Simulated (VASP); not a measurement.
# LaHg2 (Cmmm) in VASP: notebook

The runs below take LaHg2 through single point, with LDA.

All numbers are computed with VASP 6.6.1; they aren't measurements. Logs are shortened: lines on timing, memory, paths and dates and some standing lists are left out, and cuts for length are marked.

## Step 1: The cell of the first run

It takes space group Cmmm (No. 65, orthorhombic). Conventional cell: a = 4.958 Å, b = 8.588 Å, c = 3.640 Å, α = 90.00°, β = 90.00°, γ = 90.00°. Within 4.4 Å of La (site symmetry mmm) lie 12 Hg at 3.32 to 3.54 Å and 2 La at 3.64 Å. Within 3.4 Å of Hg (site symmetry m2m) lie 3 Hg at 2.52 to 3.05 Å and 4 La at 3.32 Å.

## Step 2: Single point, LDA (shortest bond scaled by 0.88)

INCAR

```
SYSTEM = LaHg2
PREC = Accurate
ENCUT = 520
EDIFF = 1E-6
ISMEAR = -1
SIGMA = 0.05
LREAL = .False.
LASPH = .True.
NELM = 80
ALGO = Normal
ISIF = 2
LWAVE = .False.
LCHARG = .True.
GGA = CA
LELF = .True.
LVHAR = .True.
NBANDS = 24
```

KPOINTS

```
Automatic mesh
0
Gamma
  7 7 8
  0 0 0
```

POSCAR

```
LaHg2
1.0
    4.9580000000      0.0000000000      0.0000000000
   -2.4790000000      4.2937539520      0.0000000000
    0.0000000000      0.0000000000      3.6400000000
La Hg
1 2
Direct
    0.0000000000      0.0000000000      0.0000000000
    0.2933333333      0.6466666667      0.5000000000
    0.7066666667      0.3533333333      0.5000000000
```

Potentials or basis: VASP PAW LDA potentials, release 64 (La, Hg).

The run is started by

```sh
$ cat potpaw_LDA.64/La/POTCAR potpaw_LDA.64/Hg/POTCAR > POTCAR
$ mpirun -np 1 vasp_std > vasp.out
```

OUTCAR:

```text
SYSTEM = LaHg2
   PREC = Accurate
   ENCUT = 520
   EDIFF = 1E-6
   ISMEAR = -1
   LREAL = .False.
   LASPH = .True.
   NELM = 80
   ISIF = 2
   GGA = CA

 ion  position               nearest neighbor table
   1  0.000  0.000  0.000-   2 3.32   3 3.32   2 3.32   3 3.32   2 3.32   2 3.32   3 3.32   3 3.32
                             3 3.54   3 3.54   2 3.54   2 3.54
   2  0.293  0.647  0.500-   3 2.52   3 3.05   3 3.05   1 3.32   1 3.32   1 3.32   1 3.32   1 3.54
                             1 3.54
   3  0.707  0.353  0.500-   2 2.52   2 3.05   2 3.05   1 3.32   1 3.32   1 3.32   1 3.32   1 3.54
                             1 3.54

  LATTYP: Found a hexagonal cell.
 ALAT       =     4.9580000000
 C/A-ratio  =     0.7341670028

  Lattice vectors:

 A1 = (   4.9580000000,   0.0000000000,   0.0000000000)
 A2 = (  -2.4790000000,   4.2937539520,   0.0000000000)
 A3 = (   0.0000000000,   0.0000000000,   3.6400000000)

Analysis of symmetry for initial positions (statically):
=====================================================================
 Subroutine PRICEL returns:
 Original cell was already a primitive cell.

 Routine SETGRP: Setting up the symmetry group for a
 hexagonal supercell.

 Subroutine GETGRP returns: Found  8 space group operations
 (whereof  8 operations were pure point group operations)
 out of a pool of 24 trial point group operations.

The static configuration has the point symmetry D_2h.

Analysis of symmetry for dynamics (positions and initial velocities):
=====================================================================
 Subroutine PRICEL returns:
 Original cell was already a primitive cell.

 Routine SETGRP: Setting up the symmetry group for a
 hexagonal supercell.

 Subroutine GETGRP returns: Found  8 space group operations
 (whereof  8 operations were pure point group operations)
 out of a pool of 24 trial point group operations.

The dynamic configuration has the point symmetry D_2h.

 Subroutine INISYM returns: Found  8 space group operations
 (whereof  8 operations are pure point group operations),
 and found     1 'primitive' translations

----------------------------------------------------------------------------------------

                                     Primitive cell

  volume of cell :      77.4899

  direct lattice vectors                    reciprocal lattice vectors
     4.958000000  0.000000000  0.000000000     0.201694232  0.116448219  0.000000000
    -2.479000000  4.293753952  0.000000000     0.000000000  0.232896438  0.000000000
     0.000000000  0.000000000  3.640000000     0.000000000  0.000000000  0.274725275

  length of vectors
     4.958000000  4.958000000  3.640000000     0.232896438  0.232896438  0.274725275

  position of ions in fractional coordinates (direct lattice)
     0.000000000  0.000000000  0.000000000
     0.293333333  0.646666667  0.500000000
     0.706666667  0.353333333  0.500000000

  ion indices of the primitive-cell ions
   primitive index   ion index
                 1           1
                 2           2
                 3           3

----------------------------------------------------------------------------------------

 KPOINTS: Automatic mesh

Automatic generation of k-mesh.
 Grid dimensions read from file:
 generate k-points for:    7    7    8

 Generating k-lattice:

  Cartesian coordinates                     Fractional coordinates (reciprocal lattice)
     0.028813462  0.016635460  0.000000000     0.142857143 -0.000000000  0.000000000
     0.000000000  0.033270920  0.000000000     0.000000000  0.142857143  0.000000000
     0.000000000  0.000000000  0.034340659     0.000000000  0.000000000  0.125000000

  Length of vectors
     0.033270920  0.033270920  0.034340659

  Shift w.r.t. Gamma in fractional coordinates (k-lattice)
     0.000000000  0.000000000  0.000000000

 Subroutine IBZKPT returns following result:
 ===========================================

 Found     80 irreducible k-points:

 Following reciprocal coordinates:
            Coordinates               Weight
  0.000000  0.000000  0.000000      1.000000
  0.142857  0.000000  0.000000      2.000000
  0.000000  0.142857  0.000000      4.000000
  0.285714  0.000000  0.000000      2.000000
  0.000000  0.285714  0.000000      4.000000
  0.428571  0.000000  0.000000      2.000000
[... 16 lines left out ...]
  0.000000  0.428571  0.125000      8.000000
  0.142857  0.142857  0.125000      8.000000
 [... further k-points ...]
   k-points           NKPTS =     80   k-points in BZ     NKDIM =     80   number of bands    NBANDS=     24
   number of dos      NEDOS =    301   number of ions     NIONS =      3
   total plane-waves  NPLWV =  44800
   dimension x,y,z NGX =    40 NGY =   40 NGZ =   28
   dimension x,y,z NGXF=    80 NGYF=   80 NGZF=   56
   ions per type =               1   2
   NGX,Y,Z   is equivalent  to a cutoff of  13.41, 13.41, 12.79 a.u.
   NGXF,Y,Z  is equivalent  to a cutoff of  26.82, 26.82, 25.58 a.u.
 SYSTEM =  LaHg2
   PREC   = accura    normal or accurate (medium, high low for compatibility)
   ISTART =      0    job   : 0-new  1-cont  2-samecut
   ICHARG =      2    charge: 1-file 2-atom 10-const
   ISPIN  =      1    spin polarized calculation?
   LNONCOLLINEAR =      F non collinear calculations
   LSORBIT =      F    spin-orbit coupling
   LASPH  =      T    aspherical Exc in radial PAW
   ENCUT  =  520.0 eV  38.22 Ry    6.18 a.u.   9.22  9.22  6.77*2*pi/ulx,y,z
   NELM   =     80;   NELMIN=  2; NELMDL= -5     # of ELM steps
   EDIFF  = 0.1E-05   stopping-criterion for ELM
   LREAL  =      F    real-space projection
   EDIFFG = 0.1E-04   stopping-criterion for IOM
   NSW    =      0    number of steps for IOM
   IBRION =     -1    ionic relax: 0-MD 1-quasi-New 2-CG
   NFREE  =      0    steps in history (QN), initial steepest desc. (CG)
   ISIF   =      2    stress and relaxation
   ISYM   =      2    0-nonsym 1-usesym 2-fastsym
   POTIM  = 0.5000    time-step for ionic-motion
   TEBEG  =    0.0;   TEEND  =   0.0 temperature during run
   PSTRESS=    0.0 pullay stress
   NELECT =      35.0000    total number of electrons
   NUPDOWN=      -1.0000    fix difference up-down
   EMIN   =  10.00;   EMAX   =-10.00  energy-range for DOS
   EFERMI =   0.00;   METHOD = LEGACY
   ISMEAR =    -1;   SIGMA  =   0.05  broadening in eV -4-tet -1-fermi 0-gaus
   EFERMI_NEDOS =   21; number of points for ismear=-14 and -15
   IALGO  =     38    algorithm
   IMIX   =      4    mixing-type and parameters
     AMIX     =   0.40;   BMIX     =  1.00
     AMIX_MAG =   1.60;   BMIX_MAG =  1.00
  volume/ion in A,a.u.               =      25.83       174.31
  Fermi-wavevector in a.u.,A,eV,Ry     =   1.256076  2.373639 21.466269  1.577726
  Thomas-Fermi vector in A             =   2.389801
   LORBIT       =      0    0 simple, 1 ext, 2 COOP (PROOUT), +10 PAW based schemes
   GGA     = CA    functional components
   LHFCALC =     F    Hartree Fock is set to
   AEXX    =    0.0000 exact exchange contribution
   IVDW    =     0    specifies the selected vdW correction
   LEPSILON=     F    determine dielectric tensor
   LRPA    =     F    only Hartree local field effects (RPA)
 non-spin polarized calculation
  energy-cutoff  :      520.00
  volume of cell :       77.49
 maximum number of plane-waves:      2107
 NGX is ok and might be reduce to    40
   NGX = 19   NGY = 19   NGZ = 13

 number of electron      34.9999999 magnetization

 Free energy of the ion-electron system (eV)
  ---------------------------------------------------
  ext. energy  EPLUGINS =         0.00000000
  ---------------------------------------------------
  free energy    TOTEN  =        -8.89497927 eV

  energy without entropy =       -8.87677919  energy(sigma->0) =       -8.88587923

 E-fermi :   5.7890     XC(G=0): -10.9350

 val. band max:        5.7809186754   @ k =   0.2857   0.1429   0.5000
 cond. band min:       5.8331562725   @ k =   0.0000   0.2857   0.1250
 fundamental gap:      0.0522375972
 Fermi energy:         5.7890365058

 k-point     1 :       0.0000    0.0000    0.0000
  band No.  band energies     occupation
      1     -27.1399      2.00000
      2     -10.9540      2.00000
      3     -10.8755      2.00000
      4     -10.4531      2.00000
      5      -3.3280      2.00000
      6      -2.1716      2.00000
[... 16 lines left out ...]
     23       7.4603      0.00000
     24       7.4953      0.00000

 k-point     2 :       0.1429    0.0000    0.0000
  band No.  band energies     occupation
      1     -27.1390      2.00000
      2     -10.9565      2.00000
      3     -10.9006      2.00000
      4     -10.4535      2.00000
      5      -3.2450      2.00000
      6      -2.1896      2.00000
[... 16 lines left out ...]
     23       7.4615      0.00000
     24       7.4858      0.00000

 k-point     3 :       0.0000    0.1429    0.0000
  band No.  band energies     occupation
      1     -27.1389      2.00000
      2     -10.9800      2.00000
      3     -10.8810      2.00000
      4     -10.4546      2.00000
      5      -3.2521      2.00000
      6      -2.1764      2.00000
[... 16 lines left out ...]
     23       7.4726      0.00000
     24       7.4823      0.00000

 k-point     4 :       0.2857    0.0000    0.0000
  band No.  band energies     occupation
      1     -27.1369      2.00000
      2     -10.9622      2.00000
      3     -10.9536      2.00000
      4     -10.4546      2.00000
      5      -3.2053      2.00000
      6      -2.5001      2.00000
[... 16 lines left out ...]
     23       7.4695      0.00000
     24       7.4923      0.00000

 k-point     5 :       0.0000    0.2857    0.0000
  band No.  band energies     occupation
      1     -27.1364      2.00000
      2     -11.0398      2.00000
      3     -10.8890      2.00000
      4     -10.4581      2.00000
      5      -3.1461      2.00000
      6      -2.4221      2.00000
[... 451 lines left out ...]
 k-point    22 :       0.4286    0.0000    0.1250
  band No.  band energies     occupation
      1     -27.1216      2.00000
      2     -10.9670      2.00000
      3     -10.9503      2.00000
      4     -10.6177      2.00000
      5      -3.2748      2.00000
      6      -2.6765      2.00000
[... 16 lines left out ...]
     23       7.4088      0.00000
     24       7.5038      0.00000

 k-point    23 :       0.0000    0.4286    0.1250
  band No.  band energies     occupation
      1     -27.1210      2.00000
      2     -11.0577      2.00000
      3     -10.8772      2.00000
      4     -10.6200      2.00000
      5      -3.1149      2.00000
      6      -2.5897      2.00000
[... 16 lines left out ...]
     23       7.4192      0.00000
     24       7.4813      0.00000

 k-point    24 :       0.1429    0.1429    0.1250
  band No.  band energies     occupation
      1     -27.1237      2.00000
      2     -10.9691      2.00000
      3     -10.8936      2.00000
      4     -10.6208      2.00000
      5      -3.1773      2.00000
      6      -2.4270      2.00000
[... 16 lines left out ...]
     23       7.4505      0.00000
     24       7.4600      0.00000

 [... further k-points ...]
[... 5 lines left out ...]
  --------------------------------------------------------------------------------------
  -------------------------------------------------------------------------------------
  Total        2.0920721      0.0620645     -1.1405599      1.7580381      0.0000000      0.0000000
  in kB       43.2555824      1.2832422    -23.5821623     36.3491128      0.0000000      0.0000000
  external PRESSURE =       6.9855541 kB  Pullay stress =       0.0000000 kB

 VOLUME and BASIS-vectors are now :
 -----------------------------------------------------------------------------
  energy-cutoff  :      520.00
  volume of cell :       77.49
      direct lattice vectors                 reciprocal lattice vectors
     4.958000000  0.000000000  0.000000000     0.201694232  0.116448219  0.000000000
    -2.479000000  4.293753952  0.000000000     0.000000000  0.232896438  0.000000000
     0.000000000  0.000000000  3.640000000     0.000000000  0.000000000  0.274725275

 POSITION                                       TOTAL-FORCE (eV/Angst)
 -----------------------------------------------------------------------------------
      0.00000      0.00000      0.00000        -0.000000      0.000000      0.000000
     -0.14874      2.77663      1.82000         2.624994      1.515541     -0.000000
      2.62774      1.51713      1.82000        -2.624994     -1.515541      0.000000
 -----------------------------------------------------------------------------------
    total drift:                               -0.000000      0.000000     -0.000000

  FREE ENERGIE OF THE ION-ELECTRON SYSTEM (eV)
  ---------------------------------------------------
  free  energy   TOTEN  =        -8.8949792711 eV

  energy  without entropy=       -8.8767791884  energy(sigma->0) =       -8.88587923
```

Wall time 60 s (1 thread of Intel Xeon 6975P-C (Granite Rapids), shared host); peak memory 0.29 GiB.

What came out:

```yaml
Free_energy: -8.8950 eV
Pressure: 0.7 GPa
Largest_force: 3.031 eV/Å
Band_gap_on_the_k_mesh: zero (an odd number of electrons rules out a gap without spin polarisation)
```

Forces on the atoms (eV/Å):
```
La   0.000  0.000  0.000
Hg   2.625  1.516  0.000
Hg  -2.625 -1.516  0.000
```

Stress tensor (GPa, compression positive):
```
 4.33  3.63  0.00
 3.63  0.13  0.00
 0.00  0.00 -2.36
```

Caveat: the cell differs from its parent crystal (shortest bond scaled by 0.88); the stress differs along the axes, from -2 to 4 GPa; spin-orbit coupling is left out, which moves the levels of the heavy elements; forces of over 1 eV/Å act on the atoms, so gaps and moduli don't describe the material at rest.

(Continued in part 2 of 2.)

The gap in the log of VASP goes by the Fermi energy; the results here count the filled bands.